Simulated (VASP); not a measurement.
Here is a VASP 6.6.1 calculation.

Contents of INCAR:

```
PREC = Accurate
ENCUT = 600
EDIFF = 1E-6
ISMEAR = -1
SIGMA = 0.01
LREAL = False
LASPH = True
NELM = 200
ALGO = Normal
ISIF = 2
LWAVE = False
LCHARG = False
ISPIN = 2
MAGMOM = 0.01
LORBIT = 11
LMAXMIX = 6
LDAU = True
LDAUTYPE = 2
LDAUL = 3
LDAUU = 6
LDAUJ = 0
LDAUPRINT = 1
GGA = PE
NBANDS = 22
GGA_COMPAT = False
```

KPOINTS

```
regular mesh
0
Gamma
  8 8 8
```

The input POSCAR:

```
Yb
1.0
    0.0000000000      2.7431000000      2.7431000000
    2.7431000000      0.0000000000      2.7431000000
    2.7431000000      2.7431000000      0.0000000000
Yb
1
Direct
    0.0000000000      0.0000000000      0.0000000000
```

Potentials or basis: VASP PAW PBE potentials, release 64 (Yb).

The run is started by

```sh
$ cat potpaw_PBE.64/Yb/POTCAR > POTCAR
$ mpirun -np 1 vasp_std > vasp.out
```

(1) What does it give for the pressure?

(2) Predict the band gap on the k mesh.

(3) What does it give for the net moment?

## Answers

(1) -0.9 GPa.

(2) zero (filled and empty bands overlap).

(3) 0.02 μB per cell.

Caveat: spin-orbit coupling is left out, which moves the levels of the heavy elements.
